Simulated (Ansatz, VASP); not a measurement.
# PbF2 in VASP and in Ansatz

Contents of INCAR:

```
SYSTEM = PbF2
  PREC = Accurate
  ENCUT = 520
  EDIFF = 1E-7
  ISMEAR = -1
  SIGMA = 0.02
  LREAL = .FALSE.
  LASPH = .TRUE.
  NELM = 100
  ALGO = Normal
  ISIF = 2
  LWAVE = .FALSE.
  LCHARG = .FALSE.
  GGA = PE
  NBANDS = 21
```

Contents of KPOINTS:

```
regular mesh
0
G
  8 8 8
  0 0 0
```

POSCAR

```
PbF2
1.0
    0.0000000000      2.9604381111      2.9604381111
    2.9604381111      0.0000000000      2.9604381111
    2.9604381111      2.9604381111      0.0000000000
Pb F
1 2
Direct
    0.0000000000      0.0000000000      0.0000000000
    0.2500000000      0.2500000000      0.2500000000
    0.7500000000      0.7500000000      0.7500000000
```

Input for Ansatz:

```yaml
crystal:
  lattice:
    - [0.0, 2.9604381111, 2.9604381111]
    - [2.9604381111, 0.0, 2.9604381111]
    - [2.9604381111, 2.9604381111, 0.0]
  atoms:
    - { symbol: Pb, position: [0.0, 0.0, 0.0] }
    - { symbol: F, position: [0.25, 0.25, 0.25] }
    - { symbol: F, position: [0.75, 0.75, 0.75] }
kpoints:
  mp_grid: { grid: [8, 8, 8] }
  band_path:
    path:
      - [[0.0, 0.0, 0.0], [0.5, 3.582153264348e-34, 0.5], [0.625, 0.25, 0.625]]
      - [[0.375, 0.375, 0.75], [0.0, 0.0, 0.0], [0.5, 0.5, 0.5], [0.5, 0.25, 0.75], [0.5, 3.582153264348e-34, 0.5]]
    npoints: 10
hamiltonian:
  xc: pbe
scf:
  occupations: { method: fermi_dirac, width: 0.02 }
  n_extra_bands: 4
output:
  forces: true
  stress: true
  eigenvalues: true
```

Alike in both runs: task single point; functional PBE; k mesh 8 × 8 × 8; occupations fermi-dirac, width 0.02 eV; no spin polarisation.

|  | VASP | Ansatz |
| --- | --- | --- |
| version | VASP 6.6.1 | Ansatz 0.2.0 |
| potentials or method | VASP PAW PBE potentials, release 64 (Pb_d, F) | plane waves, PAW |
| plane-wave cutoff (eV) | 520 | 420 |
| valence electrons in the cell | 28 | 28 |

Ansatz gave:

```
gap on the k mesh at the Fermi level (eV) : 4.42
pressure (GPa)                            : 2.9
```

**Question.** What did VASP give for the same quantities?

**Answer.** gap on the k mesh at the Fermi level (eV): 4.42; pressure (GPa): 2.7.

With one functional, cell and mesh, what is left measures potentials, basis and numerics.

Neither program's run includes spin-orbit coupling.
